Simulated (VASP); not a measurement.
# MgS (Pm-3m) in VASP: single point with PBE

Aim: the single point of MgS with PBE.

Everything below comes from runs of VASP 6.6.1. Logs are shortened: lines on timing, memory, paths and dates and some standing lists are left out, and cuts for length are marked.

## (1) The cell of the first run

It takes space group Pm-3m (No. 221, cubic). Conventional cell: a = 3.338 Å, b = 3.338 Å, c = 3.338 Å, α = 90.00°, β = 90.00°, γ = 90.00°. Within 3.8 Å of Mg (site symmetry m-3m) lie 8 S at 2.89 Å and 6 Mg at 3.34 Å. Within 3.8 Å of S (site symmetry m-3m) lie 8 Mg at 2.89 Å and 6 S at 3.34 Å.

## (2) Single point, PBE (18.60 Å³/atom)

INCAR reads:

```
SYSTEM = MgS
PREC = Accurate ; ENCUT = 840
EDIFF = 1E-6 ; ISMEAR = -1
SIGMA = 0.02 ; LREAL = .FALSE.
LASPH = .TRUE. ; NELM = 120
ALGO = Normal ; ISIF = 2
LWAVE = .FALSE. ; LCHARG = .TRUE.
GGA = PE ; LELF = .TRUE.
LVHAR = .TRUE. ; NBANDS = 15
GGA_COMPAT = .FALSE.
```

KPOINTS reads:

```
regular mesh
0
G
  6 6 6
  0 0 0
```

POSCAR reads:

```
MgS
1.0
    3.3382317214      0.0000000000      0.0000000000
    0.0000000000      3.3382317214      0.0000000000
    0.0000000000      0.0000000000      3.3382317214
Mg S
1 1
Direct
    0.0000000000      0.0000000000      0.0000000000
    0.5000000000      0.5000000000      0.5000000000
```

Potentials or basis: VASP PAW PBE potentials, release 64 (Mg_sv, S).

The run is started by

```bash
cat potpaw_PBE.64/Mg_sv/POTCAR potpaw_PBE.64/S/POTCAR > POTCAR
mpirun -np 1 vasp_std > vasp.out
```

OUTCAR:

```text
SYSTEM = MgS
   PREC = Accurate
   ENCUT = 840
   EDIFF = 1E-6
   ISMEAR = -1
   LREAL = .FALSE.
   LASPH = .TRUE.
   NELM = 120
   ISIF = 2
   GGA = PE

 ion  position               nearest neighbor table
   1  0.000  0.000  0.000-
   2  0.500  0.500  0.500-

  LATTYP: Found a simple cubic cell.
 ALAT       =     3.3382317214

  Lattice vectors:

 A1 = (   3.3382317214,   0.0000000000,   0.0000000000)
 A2 = (   0.0000000000,   3.3382317214,   0.0000000000)
 A3 = (   0.0000000000,   0.0000000000,   3.3382317214)

Analysis of symmetry for initial positions (statically):
=====================================================================
 Subroutine PRICEL returns:
 Original cell was already a primitive cell.

 Routine SETGRP: Setting up the symmetry group for a
 simple cubic supercell.

 Subroutine GETGRP returns: Found 48 space group operations
 (whereof 48 operations were pure point group operations)
 out of a pool of 48 trial point group operations.

The static configuration has the point symmetry O_h .

Analysis of symmetry for dynamics (positions and initial velocities):
=====================================================================
 Subroutine PRICEL returns:
 Original cell was already a primitive cell.

 Routine SETGRP: Setting up the symmetry group for a
 simple cubic supercell.

 Subroutine GETGRP returns: Found 48 space group operations
 (whereof 48 operations were pure point group operations)
 out of a pool of 48 trial point group operations.

The dynamic configuration has the point symmetry O_h .

 Subroutine INISYM returns: Found 48 space group operations
 (whereof 48 operations are pure point group operations),
 and found     1 'primitive' translations

----------------------------------------------------------------------------------------

                                     Primitive cell

  volume of cell :      37.2006

  direct lattice vectors                    reciprocal lattice vectors
     3.338231721  0.000000000  0.000000000     0.299559792  0.000000000  0.000000000
     0.000000000  3.338231721  0.000000000     0.000000000  0.299559792  0.000000000
     0.000000000  0.000000000  3.338231721     0.000000000  0.000000000  0.299559792

  length of vectors
     3.338231721  3.338231721  3.338231721     0.299559792  0.299559792  0.299559792

  position of ions in fractional coordinates (direct lattice)
     0.000000000  0.000000000  0.000000000
     0.500000000  0.500000000  0.500000000

  ion indices of the primitive-cell ions
   primitive index   ion index
                 1           1
                 2           2

----------------------------------------------------------------------------------------

 KPOINTS: regular mesh

Automatic generation of k-mesh.
 Grid dimensions read from file:
 generate k-points for:    6    6    6

 Generating k-lattice:

  Cartesian coordinates                     Fractional coordinates (reciprocal lattice)
     0.049926632  0.000000000  0.000000000     0.166666667  0.000000000  0.000000000
     0.000000000  0.049926632  0.000000000     0.000000000  0.166666667  0.000000000
     0.000000000  0.000000000  0.049926632     0.000000000  0.000000000  0.166666667

  Length of vectors
     0.049926632  0.049926632  0.049926632

  Shift w.r.t. Gamma in fractional coordinates (k-lattice)
     0.000000000  0.000000000  0.000000000

 Subroutine IBZKPT returns following result:
 ===========================================

 Found     20 irreducible k-points:

 Following reciprocal coordinates:
            Coordinates               Weight
  0.000000  0.000000  0.000000      1.000000
  0.166667  0.000000  0.000000      6.000000
  0.333333  0.000000  0.000000      6.000000
  0.500000  0.000000  0.000000      3.000000
  0.166667  0.166667  0.000000     12.000000
  0.333333  0.166667  0.000000     24.000000
[... 12 lines left out ...]
  0.500000  0.500000  0.333333      6.000000
  0.500000  0.500000  0.500000      1.000000
   k-points           NKPTS =     20   k-points in BZ     NKDIM =     20   number of bands    NBANDS=     15
   number of dos      NEDOS =    301   number of ions     NIONS =      2
   total plane-waves  NPLWV =  32768
   dimension x,y,z NGX =    32 NGY =   32 NGZ =   32
   dimension x,y,z NGXF=    64 NGYF=   64 NGZF=   64
   ions per type =               1   1
   NGX,Y,Z   is equivalent  to a cutoff of  15.94, 15.94, 15.94 a.u.
   NGXF,Y,Z  is equivalent  to a cutoff of  31.87, 31.87, 31.87 a.u.
 SYSTEM =  MgS
   PREC   = accura    normal or accurate (medium, high low for compatibility)
   ISTART =      0    job   : 0-new  1-cont  2-samecut
   ICHARG =      2    charge: 1-file 2-atom 10-const
   ISPIN  =      1    spin polarized calculation?
   LNONCOLLINEAR =      F non collinear calculations
   LSORBIT =      F    spin-orbit coupling
   LASPH  =      T    aspherical Exc in radial PAW
   ENCUT  =  840.0 eV  61.74 Ry    7.86 a.u.   7.89  7.89  7.89*2*pi/ulx,y,z
   NELM   =    120;   NELMIN=  2; NELMDL= -5     # of ELM steps
   EDIFF  = 0.1E-05   stopping-criterion for ELM
   LREAL  =      F    real-space projection
   EDIFFG = 0.1E-04   stopping-criterion for IOM
   NSW    =      0    number of steps for IOM
   IBRION =     -1    ionic relax: 0-MD 1-quasi-New 2-CG
   NFREE  =      0    steps in history (QN), initial steepest desc. (CG)
   ISIF   =      2    stress and relaxation
   ISYM   =      2    0-nonsym 1-usesym 2-fastsym
   POTIM  = 0.5000    time-step for ionic-motion
   TEBEG  =    0.0;   TEEND  =   0.0 temperature during run
   PSTRESS=    0.0 pullay stress
   NELECT =      16.0000    total number of electrons
   NUPDOWN=      -1.0000    fix difference up-down
   EMIN   =  10.00;   EMAX   =-10.00  energy-range for DOS
   EFERMI =   0.00;   METHOD = LEGACY
   ISMEAR =    -1;   SIGMA  =   0.02  broadening in eV -4-tet -1-fermi 0-gaus
   EFERMI_NEDOS =   21; number of points for ismear=-14 and -15
   IALGO  =     38    algorithm
   IMIX   =      4    mixing-type and parameters
     AMIX     =   0.40;   BMIX     =  1.00
     AMIX_MAG =   1.60;   BMIX_MAG =  1.00
  volume/ion in A,a.u.               =      18.60       125.52
  Fermi-wavevector in a.u.,A,eV,Ry     =   1.235753  2.335235 20.777260  1.527086
  Thomas-Fermi vector in A             =   2.370390
   LORBIT       =      0    0 simple, 1 ext, 2 COOP (PROOUT), +10 PAW based schemes
   GGA     = PE    functional components
   LHFCALC =     F    Hartree Fock is set to
   AEXX    =    0.0000 exact exchange contribution
   IVDW    =     0    specifies the selected vdW correction
   LEPSILON=     F    determine dielectric tensor
   LRPA    =     F    only Hartree local field effects (RPA)
 non-spin polarized calculation
  energy-cutoff  :      840.00
  volume of cell :       37.20
 maximum number of plane-waves:      2103
 NGX is ok and might be reduce to    32
   NGX = 15   NGY = 15   NGZ = 15

 number of electron      15.9999997 magnetization

 Free energy of the ion-electron system (eV)
  ---------------------------------------------------
  ext. energy  EPLUGINS =         0.00000000
  ---------------------------------------------------
  free energy    TOTEN  =        -7.23641203 eV

  energy without entropy =       -7.23575143  energy(sigma->0) =       -7.23608173

 E-fermi :   4.6495     XC(G=0):  -9.7344

 val. band max:        4.5847231250   @ k =   0.5000   0.3333   0.0000
 cond. band min:       4.7000966208   @ k =   0.5000   0.5000   0.1667
 fundamental gap:      0.1153734958
 Fermi energy:         4.6495324924

 k-point     1 :       0.0000    0.0000    0.0000
  band No.  band energies     occupation
      1     -72.1820      2.00000
      2     -38.9340      2.00000
      3     -38.9340      2.00000
      4     -38.9340      2.00000
      5      -8.8982      2.00000
      6       3.4268      2.00000
      7       3.4268      2.00000
      8       3.4268      2.00000
      9       5.1220      0.00000
     10       9.2087      0.00000
     11       9.2087      0.00000
     12      16.5018      0.00000
     13      16.5018      0.00000
     14      16.5018      0.00000
     15      17.7090      0.00000

 k-point     2 :       0.1667    0.0000    0.0000
  band No.  band energies     occupation
      1     -72.1815      2.00000
      2     -38.9362      2.00000
      3     -38.9337      2.00000
      4     -38.9337      2.00000
      5      -8.6845      2.00000
      6       1.4984      2.00000
      7       3.5786      2.00000
      8       3.5786      2.00000
      9       6.2481      0.00000
     10       9.5688      0.00000
     11      10.5521      0.00000
     12      14.6631      0.00000
     13      14.6631      0.00000
     14      15.7722      0.00000
     15      18.0068      0.00000

 k-point     3 :       0.3333    0.0000    0.0000
  band No.  band energies     occupation
      1     -72.1813      2.00000
      2     -38.9409      2.00000
      3     -38.9333      2.00000
      4     -38.9333      2.00000
      5      -8.1751      2.00000
      6      -0.6680      2.00000
      7       3.9213      2.00000
      8       3.9213      2.00000
      9       7.4215      0.00000
     10      10.6330      0.00000
     11      11.2139      0.00000
     12      12.7390      0.00000
     13      12.7390      0.00000
     14      15.1427      0.00000
     15      17.1054      0.00000
[... 271 lines left out ...]
 k-point    19 :       0.5000    0.5000    0.3333
  band No.  band energies     occupation
      1     -72.1805      2.00000
      2     -38.9415      2.00000
      3     -38.9415      2.00000
      4     -38.9391      2.00000
      5      -6.4771      2.00000
      6       0.8157      2.00000
      7       0.8157      2.00000
      8       1.9297      2.00000
      9       5.6378      0.00000
     10       7.4654      0.00000
     11       7.4654      0.00000
     12      10.9980      0.00000
     13      17.5650      0.00000
     14      19.3096      0.00000
     15      19.3096      0.00000

 k-point    20 :       0.5000    0.5000    0.5000
  band No.  band energies     occupation
      1     -72.1801      2.00000
      2     -38.9412      2.00000
      3     -38.9412      2.00000
      4     -38.9412      2.00000
      5      -6.2576      2.00000
      6       1.2022      2.00000
      7       1.2022      2.00000
      8       1.2022      2.00000
      9       6.4433      0.00000
     10       6.4433      0.00000
     11       6.4433      0.00000
     12       9.5540      0.00000
     13      20.2950      0.00000
     14      20.2950      0.00000
     15      20.2950      0.00000

------------------------ aborting loop because EDIFF is reached ----------------------------------------

  FORCE on cell =-STRESS in cart. coord.  units (eV):
  Direction    XX          YY          ZZ          XY          YZ          ZX
  --------------------------------------------------------------------------------------
  -------------------------------------------------------------------------------------
  Total       -0.8739471     -0.8739471     -0.8739471     -0.0000000      0.0000000     -0.0000000
  in kB      -37.6397121    -37.6397121    -37.6397121     -0.0000000      0.0000000     -0.0000000
  external PRESSURE =     -37.6397121 kB  Pullay stress =       0.0000000 kB

 VOLUME and BASIS-vectors are now :
 -----------------------------------------------------------------------------
  energy-cutoff  :      840.00
  volume of cell :       37.20
      direct lattice vectors                 reciprocal lattice vectors
     3.338231721  0.000000000  0.000000000     0.299559792  0.000000000  0.000000000
     0.000000000  3.338231721  0.000000000     0.000000000  0.299559792  0.000000000
     0.000000000  0.000000000  3.338231721     0.000000000  0.000000000  0.299559792

 POSITION                                       TOTAL-FORCE (eV/Angst)
 -----------------------------------------------------------------------------------
      0.00000      0.00000      0.00000         0.000000      0.000000      0.000000
      1.66912      1.66912      1.66912         0.000000      0.000000      0.000000
 -----------------------------------------------------------------------------------
    total drift:                                0.000000      0.000000     -0.000000

  FREE ENERGIE OF THE ION-ELECTRON SYSTEM (eV)
  ---------------------------------------------------
  free  energy   TOTEN  =        -7.2364120337 eV

  energy  without entropy=       -7.2357514259  energy(sigma->0) =       -7.23608173
```

Wall time 19 s (1 thread of AMD EPYC 7R13 (Zen 3), shared host); peak memory 0.15 GiB.

Results:

```yaml
Free_energy: -7.2364 eV
Pressure: -3.8 GPa
Band_gap_on_the_k_mesh: 0.12 eV (least direct gap 0.41 eV)
```

Caveat: the cell stands under tension; the structure was generated, so it needn't be the stable form of MgS; semilocal functionals underestimate gaps, and a narrow one can read as zero. A k mesh can miss the band edges.
